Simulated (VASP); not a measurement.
# LiH in VASP: a series of runs

LiH is run at these levels: PBE, r2SCAN; tasks: single point.

Program: VASP 6.6.1. These are calculated values, not measurements. Logs are shortened: lines on timing, memory, paths and dates and some standing lists are left out, and cuts for length are marked.

## 1. The cell of the first run

The typed cell holds 4 atoms: a = 3.319 Å, b = 3.319 Å, c = 4.152 Å, α = 90.00°, β = 90.00°, γ = 120.00°.

## 2. Single point, PBE (volume changed by +6%)

Contents of INCAR:

```
SYSTEM = LiH
ALGO     = Normal         ! electronic algorithm
EDIFF    = 1E-6           ! SCF threshold, eV
ENCUT    = 520            ! plane-wave cutoff, eV
GGA      = PE             ! functional
ISIF     = 2              ! what is computed and relaxed
ISMEAR   = 0              ! smearing method
LASPH    = .True.         ! aspherical terms in the spheres
LCHARG   = .True.         ! write CHGCAR
LELF     = .True.         ! ELF
LREAL    = .False.        ! projectors in reciprocal space
LVHAR    = .True.       
LWAVE    = .False.        ! write WAVECAR
NBANDS   = 12             ! bands
NELM     = 100            ! most SCF steps
PREC     = Accurate       ! precision mode
SIGMA    = 0.01           ! smearing width, eV
```

Contents of KPOINTS:

```
k-points
0
Gamma
  9 9 6
  0 0 0
```

Contents of POSCAR:

```
LiH
1.0
    3.3194554753      0.0000000000      0.0000000000
   -1.6597277377      2.8747327683      0.0000000000
    0.0000000000      0.0000000000      4.1522358177
Li H
2 2
Direct
    0.3333333333      0.6666666667     -0.0625138240
    0.6666666667      0.3333333333      0.4374861760
    0.3333333333      0.6666666667      0.4375138240
    0.6666666667      0.3333333333      0.9375138240
```

Potentials or basis: VASP PAW PBE potentials, release 64 (Li_sv, H).

The run is started by

```console
> cat potpaw_PBE.64/Li_sv/POTCAR potpaw_PBE.64/H/POTCAR > POTCAR
> mpirun -np 1 vasp_std > vasp.out
```

OUTCAR:

```text
SYSTEM = LiH
   EDIFF = 1E-6
   ENCUT = 520
   GGA = PE
   ISIF = 2
   ISMEAR = 0
   LASPH = .True.
   LREAL = .False.
   NELM = 100
   PREC = Accurate

 ion  position               nearest neighbor table
   1  0.333  0.667  0.937-
   2  0.667  0.333  0.437-
   3  0.333  0.667  0.438-
   4  0.667  0.333  0.938-

  LATTYP: Found a hexagonal cell.
 ALAT       =     3.3194554753
 C/A-ratio  =     1.2508786000

  Lattice vectors:

 A1 = (   3.3194554753,   0.0000000000,   0.0000000000)
 A2 = (  -1.6597277377,   2.8747327683,   0.0000000000)
 A3 = (   0.0000000000,   0.0000000000,   4.1522358177)

Analysis of symmetry for initial positions (statically):
=====================================================================
 Subroutine PRICEL returns:
 Original cell was already a primitive cell.

 Routine SETGRP: Setting up the symmetry group for a
 hexagonal supercell.

 Subroutine GETGRP returns: Found 12 space group operations
 (whereof  6 operations were pure point group operations)
 out of a pool of 24 trial point group operations.

The static configuration has the point symmetry C_3v.
 The point group associated with its full space group is C_6v.

Analysis of symmetry for dynamics (positions and initial velocities):
=====================================================================
 Subroutine PRICEL returns:
 Original cell was already a primitive cell.

 Routine SETGRP: Setting up the symmetry group for a
 hexagonal supercell.

 Subroutine GETGRP returns: Found 12 space group operations
 (whereof  6 operations were pure point group operations)
 out of a pool of 24 trial point group operations.

The dynamic configuration has the point symmetry C_3v.
 The point group associated with its full space group is C_6v.

 Subroutine INISYM returns: Found 12 space group operations
 (whereof  6 operations are pure point group operations),
 and found     1 'primitive' translations

----------------------------------------------------------------------------------------

                                     Primitive cell

  volume of cell :      39.6229

  direct lattice vectors                    reciprocal lattice vectors
     3.319455475  0.000000000  0.000000000     0.301254229  0.173929210  0.000000000
    -1.659727738  2.874732768  0.000000000     0.000000000  0.347858420  0.000000000
     0.000000000  0.000000000  4.152235818     0.000000000  0.000000000  0.240834106

  length of vectors
     3.319455475  3.319455475  4.152235818     0.347858420  0.347858420  0.240834106

  position of ions in fractional coordinates (direct lattice)
     0.333333333  0.666666667  0.937486176
     0.666666667  0.333333333  0.437486176
     0.333333333  0.666666667  0.437513824
     0.666666667  0.333333333  0.937513824

  ion indices of the primitive-cell ions
   primitive index   ion index
                 1           1
                 2           2
                 3           3
                 4           4

----------------------------------------------------------------------------------------

 KPOINTS: k-points

Automatic generation of k-mesh.
 Grid dimensions read from file:
 generate k-points for:    9    9    6

 Generating k-lattice:

  Cartesian coordinates                     Fractional coordinates (reciprocal lattice)
     0.033472692  0.019325468  0.000000000     0.111111111  0.000000000  0.000000000
     0.000000000  0.038650936  0.000000000     0.000000000  0.111111111  0.000000000
     0.000000000  0.000000000  0.040139018     0.000000000  0.000000000  0.166666667

  Length of vectors
     0.038650936  0.038650936  0.040139018

  Shift w.r.t. Gamma in fractional coordinates (k-lattice)
     0.000000000  0.000000000  0.000000000

 Subroutine IBZKPT returns following result:
 ===========================================

 Found     48 irreducible k-points:

 Following reciprocal coordinates:
            Coordinates               Weight
  0.000000  0.000000  0.000000      1.000000
  0.111111 -0.000000  0.000000      6.000000
  0.222222  0.000000  0.000000      6.000000
  0.333333 -0.000000  0.000000      6.000000
  0.444444  0.000000  0.000000      6.000000
  0.111111  0.111111  0.000000      6.000000
[... 16 lines left out ...]
  0.333333  0.222222  0.166667     24.000000
  0.333333  0.333333  0.166667      4.000000
 [... further k-points ...]
   k-points           NKPTS =     48   k-points in BZ     NKDIM =     48   number of bands    NBANDS=     12
   number of dos      NEDOS =    301   number of ions     NIONS =      4
   total plane-waves  NPLWV =  25088
   dimension x,y,z NGX =    28 NGY =   28 NGZ =   32
   dimension x,y,z NGXF=    56 NGYF=   56 NGZF=   64
   ions per type =               2   2
   NGX,Y,Z   is equivalent  to a cutoff of  14.02, 14.02, 12.81 a.u.
   NGXF,Y,Z  is equivalent  to a cutoff of  28.05, 28.05, 25.62 a.u.
 SYSTEM =  LiH
   PREC   = accura    normal or accurate (medium, high low for compatibility)
   ISTART =      0    job   : 0-new  1-cont  2-samecut
   ICHARG =      2    charge: 1-file 2-atom 10-const
   ISPIN  =      1    spin polarized calculation?
   LNONCOLLINEAR =      F non collinear calculations
   LSORBIT =      F    spin-orbit coupling
   LASPH  =      T    aspherical Exc in radial PAW
   ENCUT  =  520.0 eV  38.22 Ry    6.18 a.u.   6.17  6.17  7.72*2*pi/ulx,y,z
   NELM   =    100;   NELMIN=  2; NELMDL= -5     # of ELM steps
   EDIFF  = 0.1E-05   stopping-criterion for ELM
   LREAL  =      F    real-space projection
   EDIFFG = 0.1E-04   stopping-criterion for IOM
   NSW    =      0    number of steps for IOM
   IBRION =     -1    ionic relax: 0-MD 1-quasi-New 2-CG
   NFREE  =      0    steps in history (QN), initial steepest desc. (CG)
   ISIF   =      2    stress and relaxation
   ISYM   =      2    0-nonsym 1-usesym 2-fastsym
   POTIM  = 0.5000    time-step for ionic-motion
   TEBEG  =    0.0;   TEEND  =   0.0 temperature during run
   PSTRESS=    0.0 pullay stress
   NELECT =       8.0000    total number of electrons
   NUPDOWN=      -1.0000    fix difference up-down
   EMIN   =  10.00;   EMAX   =-10.00  energy-range for DOS
   EFERMI =   0.00;   METHOD = LEGACY
   ISMEAR =     0;   SIGMA  =   0.01  broadening in eV -4-tet -1-fermi 0-gaus
   EFERMI_NEDOS =   21; number of points for ismear=-14 and -15
   IALGO  =     38    algorithm
   IMIX   =      4    mixing-type and parameters
     AMIX     =   0.40;   BMIX     =  1.00
     AMIX_MAG =   1.60;   BMIX_MAG =  1.00
  volume/ion in A,a.u.               =       9.91        66.85
  Fermi-wavevector in a.u.,A,eV,Ry     =   0.960409  1.814909 12.549806  0.922385
  Thomas-Fermi vector in A             =   2.089690
   LORBIT       =      0    0 simple, 1 ext, 2 COOP (PROOUT), +10 PAW based schemes
   GGA     = PE    functional components
   LHFCALC =     F    Hartree Fock is set to
   AEXX    =    0.0000 exact exchange contribution
   IVDW    =     0    specifies the selected vdW correction
   LEPSILON=     F    determine dielectric tensor
   LRPA    =     F    only Hartree local field effects (RPA)
 non-spin polarized calculation
 Gauss-broadening in eV      SIGMA  =   0.01
  energy-cutoff  :      520.00
  volume of cell :       39.62
 maximum number of plane-waves:      1084
 NGX is ok and might be reduce to    28
   NGX = 13   NGY = 13   NGZ = 15

 number of electron       8.0000001 magnetization

 Free energy of the ion-electron system (eV)
  ---------------------------------------------------
  ext. energy  EPLUGINS =         0.00000000
  ---------------------------------------------------
  free energy    TOTEN  =       -12.15103031 eV

  energy without entropy =      -12.15103031  energy(sigma->0) =      -12.15103031

 E-fermi :  -0.3586     XC(G=0):  -7.7009

 val. band max:       -0.4276451453   @ k =   0.0000   0.0000   0.0000
 cond. band min:       1.5198092434   @ k =   0.3333   0.3333   0.0000
 fundamental gap:      1.9474543887
 Fermi energy:        -0.3585895600

 k-point     1 :       0.0000    0.0000    0.0000
  band No.  band energies     occupation
      1     -45.0981      2.00000
      2     -45.0521      2.00000
      3      -5.4267      2.00000
      4      -0.4276      2.00000
      5       2.6804      0.00000
      6       9.9863      0.00000
      7       9.9863      0.00000
      8      10.5719      0.00000
      9      12.6126      0.00000
     10      12.6126      0.00000
     11      14.0700      0.00000
     12      16.7552      0.00000

 k-point     2 :       0.1111   -0.0000    0.0000
  band No.  band energies     occupation
      1     -45.0962      2.00000
      2     -45.0527      2.00000
      3      -5.2843      2.00000
      4      -0.4972      2.00000
      5       2.8941      0.00000
      6       8.4593      0.00000
      7       9.1685      0.00000
      8      10.3128      0.00000
      9      13.6861      0.00000
     10      13.8055      0.00000
     11      13.8975      0.00000
     12      15.5009      0.00000

 k-point     3 :       0.2222    0.0000    0.0000
  band No.  band energies     occupation
      1     -45.0910      2.00000
      2     -45.0546      2.00000
      3      -4.8623      2.00000
      4      -0.7478      2.00000
      5       3.5307      0.00000
      6       6.2848      0.00000
      7       8.0387      0.00000
      8      10.1032      0.00000
      9      13.0690      0.00000
     10      13.3819      0.00000
     11      14.3416      0.00000
     12      14.4788      0.00000
[... 286 lines left out ...]
 k-point    23 :       0.3333    0.2222    0.1667
  band No.  band energies     occupation
      1     -45.0737      2.00000
      2     -45.0647      2.00000
      3      -2.9514      2.00000
      4      -2.0733      2.00000
      5       2.3203      0.00000
      6       6.0774      0.00000
      7       7.4013      0.00000
      8       8.7412      0.00000
      9       9.7403      0.00000
     10      11.5076      0.00000
     11      14.3388      0.00000
     12      15.3449      0.00000

 k-point    24 :       0.3333    0.3333    0.1667
  band No.  band energies     occupation
      1     -45.0688      2.00000
      2     -45.0688      2.00000
      3      -2.4006      2.00000
      4      -2.4006      2.00000
      5       1.7592      0.00000
      6       7.1760      0.00000
      7       7.1760      0.00000
      8       7.3943      0.00000
      9      10.8714      0.00000
     10      10.8714      0.00000
     11      13.5529      0.00000
     12      16.8758      0.00000

 [... further k-points ...]
[... 5 lines left out ...]
  --------------------------------------------------------------------------------------
  -------------------------------------------------------------------------------------
  Total       -0.4369287     -0.4369287     -0.4407078      0.0000000      0.0000000      0.0000000
  in kB      -17.6674902    -17.6674902    -17.8202974      0.0000000      0.0000000      0.0000000
  external PRESSURE =     -17.7184259 kB  Pullay stress =       0.0000000 kB

 VOLUME and BASIS-vectors are now :
 -----------------------------------------------------------------------------
  energy-cutoff  :      520.00
  volume of cell :       39.62
      direct lattice vectors                 reciprocal lattice vectors
     3.319455475  0.000000000  0.000000000     0.301254229  0.173929210  0.000000000
    -1.659727738  2.874732768  0.000000000     0.000000000  0.347858420  0.000000000
     0.000000000  0.000000000  4.152235818     0.000000000  0.000000000  0.240834106

 POSITION                                       TOTAL-FORCE (eV/Angst)
 -----------------------------------------------------------------------------------
     -0.00000      1.91649      3.89266        -0.000000      0.000000      0.000046
      1.65973      0.95824      1.81655         0.000000     -0.000000      0.000046
     -0.00000      1.91649      1.81666         0.000000      0.000000     -0.000046
      1.65973      0.95824      3.89278        -0.000000     -0.000000     -0.000046
 -----------------------------------------------------------------------------------
    total drift:                               -0.000000      0.000000     -0.000002

  FREE ENERGIE OF THE ION-ELECTRON SYSTEM (eV)
  ---------------------------------------------------
  free  energy   TOTEN  =       -12.1510303109 eV

  energy  without entropy=      -12.1510303109  energy(sigma->0) =      -12.15103031
```

It took 22 s on 1 thread of Intel Xeon Platinum 8488C (Sapphire Rapids), shared host; peak memory 0.16 GiB.

Results:

| Property | Result |
| --- | --- |
| Free energy | -12.1510 eV |
| Band gap on the k mesh | 1.95 eV, indirect (least direct gap 3.11 eV) |

Levels at points of the mesh, in eV from the valence-band top:
| k point | band 1 | band 2 | band 3 | band 4 | band 5 | band 6 | band 7 | band 8 | band 9 |
| --- | --- | --- | --- | --- | --- | --- | --- | --- | --- |
| (0.00, 0.00, 0.00) | -44.67 | -44.62 | -5.00 | 0.00 | 3.11 | 10.41 | 10.41 | 11.00 | 13.04 |
| (0.00, 0.00, 0.50) | -44.65 | -44.65 | -3.54 | -3.54 | 9.22 | 9.22 | 12.35 | 12.35 | 12.35 |

Caveat: the cell differs from its parent crystal (volume changed by +6%); the cutoff is under 1.25 times the usual one of these potentials, so pressure, stress and relaxed cells hold a basis-set (Pulay) error.

## 3. Single point, r2SCAN (volume changed by -6%)

Contents of POSCAR:

```
LiH
1.0
    3.1893656273      0.0000000000      0.0000000000
   -1.5946828136      2.7620716552      0.0000000000
    0.0000000000      0.0000000000      3.9853893038
Li H
2 2
Direct
    0.3333333333      0.6666666667     -0.0625093473
    0.6666666667      0.3333333333      0.4374906527
    0.3333333333      0.6666666667      0.4375093473
    0.6666666667      0.3333333333      0.9375093473
```

Contents of INCAR.step1:

```
SYSTEM = LiH
ALGO = Normal ; EDIFF = 1E-4
ENCUT = 520 ; GGA = PE
ISMEAR = 0 ; LASPH = .True.
LCHARG = .False. ; LREAL = .False.
LWAVE = .True. ; NBANDS = 12
NELM = 60 ; PREC = Accurate
SIGMA = 0.01
```

Contents of INCAR.step2:

```
SYSTEM = LiH
ALGO = Normal ; EDIFF = 1E-6
ENCUT = 520 ; ISIF = 2
ISMEAR = 0 ; ISTART = 1
LASPH = .True. ; LCHARG = .False.
LMIXTAU = .True. ; LREAL = .False.
LWAVE = .False. ; METAGGA = R2SCAN
NBANDS = 12 ; NELM = 60
PREC = Accurate ; SIGMA = 0.01
```

KPOINTS is that of step 2.

Potentials or basis: VASP PAW PBE potentials, release 64 (Li_sv, H).

The run is started by

```console
> cat potpaw_PBE.64/Li_sv/POTCAR potpaw_PBE.64/H/POTCAR > POTCAR
> cp INCAR.step1 INCAR
> mpirun -np 1 vasp_std > vasp.out
> cp INCAR.step2 INCAR
> mpirun -np 1 vasp_std > vasp.out
```

It took 54 s on 1 thread of Intel Xeon Platinum 8488C (Sapphire Rapids), shared host; peak memory 0.15 GiB.

It converged, with:

| Item | Value |
| --- | --- |
| Free energy | -13.5204 eV |
| Largest force | 0.005 eV/Å |
| Band gap on the k mesh | 2.18 eV, indirect (least direct gap 3.57 eV) |

Forces on the atoms (eV/Å):
```
Li   0.000  0.000  0.005
Li   0.000  0.000  0.005
H    0.000  0.000 -0.005
H    0.000  0.000 -0.005
```

Levels at points of the mesh, in eV from the valence-band top:
```csv
k point,band 1,band 2,band 3,band 4,band 5,band 6,band 7,band 8,band 9
"(0.00, 0.00, 0.00)",-46.01,-45.94,-5.52,0.00,3.57,11.95,11.95,12.75,14.77
"(0.00, 0.00, 0.50)",-45.97,-45.97,-3.93,-3.93,10.71,10.71,14.27,14.27,14.27
```

Caveat: the cell differs from its parent crystal (volume changed by -6%); the cutoff is under 1.25 times the usual one of these potentials, so pressure, stress and relaxed cells hold a basis-set (Pulay) error; the PAW data sets were made with another functional, which shifts forces and pressure a little.

## 4. Single point, PBE

This run uses another cell than the first one, of 9.34 Å³/atom, 0.943 times its volume.

Contents of INCAR:

```
PREC = Accurate ; ENCUT = 520
EDIFF = 1E-6 ; ISMEAR = 0
SIGMA = 0.01 ; LREAL = False
LASPH = True ; NELM = 80
ALGO = Normal ; ISIF = 2
LWAVE = False ; LCHARG = False
GGA = PE ; NBANDS = 12
```

Contents of KPOINTS:

```
Automatic mesh
0
Gamma
  12 12 6
```

Contents of POSCAR:

```
LiH
1.0
    3.2558297825      0.0000000000      0.0000000000
   -1.6279148912      2.8196313020      0.0000000000
    0.0000000000      0.0000000000      4.0684420372
Li H
2 2
Direct
    0.3333333333      0.6666666667     -0.0625093473
    0.6666666667      0.3333333333      0.4374906527
    0.3333333333      0.6666666667      0.4375093473
    0.6666666667      0.3333333333      0.9375093473
```

Potentials or basis: VASP PAW PBE potentials, release 64 (Li_sv, H).

The run is started by

```console
> cat potpaw_PBE.64/Li_sv/POTCAR potpaw_PBE.64/H/POTCAR > POTCAR
> mpirun -np 1 vasp_std > vasp.out
```

OUTCAR:

```text
PREC = Accurate
   ENCUT = 520
   EDIFF = 1E-6
   ISMEAR = 0
   LREAL = False
   LASPH = True
   NELM = 80
   ISIF = 2
   GGA = PE

 ion  position               nearest neighbor table
   1  0.333  0.667  0.937-
   2  0.667  0.333  0.437-
   3  0.333  0.667  0.438-
   4  0.667  0.333  0.938-

  LATTYP: Found a hexagonal cell.
 ALAT       =     3.2558297825
 C/A-ratio  =     1.2495868362

  Lattice vectors:

[... 545 lines left out ...]
      8       8.9579      0.00000
      9      12.4479      0.00000
     10      13.4101      0.00000
     11      13.9084      0.00000
     12      15.3228      0.00000

 [... further k-points ...]
[... 5 lines left out ...]
  --------------------------------------------------------------------------------------
  -------------------------------------------------------------------------------------
  Total       -0.0456484     -0.0456484     -0.0356928     -0.0000000      0.0000000      0.0000000
  in kB       -1.9581846     -1.9581846     -1.5311189     -0.0000000      0.0000000      0.0000000
  external PRESSURE =      -1.8158294 kB  Pullay stress =       0.0000000 kB

 VOLUME and BASIS-vectors are now :
 -----------------------------------------------------------------------------
  energy-cutoff  :      520.00
  volume of cell :       37.35
      direct lattice vectors                 reciprocal lattice vectors
     3.255829783  0.000000000  0.000000000     0.307141364  0.177328149  0.000000000
    -1.627914891  2.819631302  0.000000000     0.000000000  0.354656298  0.000000000
     0.000000000  0.000000000  4.068442037     0.000000000  0.000000000  0.245794334

 POSITION                                       TOTAL-FORCE (eV/Angst)
 -----------------------------------------------------------------------------------
     -0.00000      1.87975      3.81413         0.000000      0.000000     -0.000112
      1.62791      0.93988      1.77991        -0.000000     -0.000000     -0.000112
     -0.00000      1.87975      1.77998         0.000000      0.000000      0.000112
      1.62791      0.93988      3.81420        -0.000000     -0.000000      0.000112
 -----------------------------------------------------------------------------------
    total drift:                               -0.000000     -0.000000     -0.000416

  FREE ENERGIE OF THE ION-ELECTRON SYSTEM (eV)
  ---------------------------------------------------
  free  energy   TOTEN  =       -12.1625012230 eV

  energy  without entropy=      -12.1625012230  energy(sigma->0) =      -12.16250122
```

stdout:

```text
POSCAR found type information on POSCAR LiH
 POSCAR found :  2 types and       4 ions
 scaLAPACK will be used
 LDA part: xc-table for (Slater+PW92), standard interpolation
 POSCAR, INCAR and KPOINTS ok, starting setup
 FFT: planning ... GRIDC
 FFT: planning ... GRID_SOFT
 FFT: planning ... GRID
 WAVECAR not read
 entering main loop
```

Wall time 17 s (1 thread of Intel Xeon Platinum 8488C (Sapphire Rapids), shared host); peak memory 0.15 GiB.

Results:

- Free energy: -12.1625 eV
- Band gap on the k mesh: 1.83 eV, indirect (least direct gap 3.07 eV)

Caveat: the cutoff is under 1.25 times the usual one of these potentials, so pressure, stress and relaxed cells hold a basis-set (Pulay) error.

(Continued in part 2 of 2.)
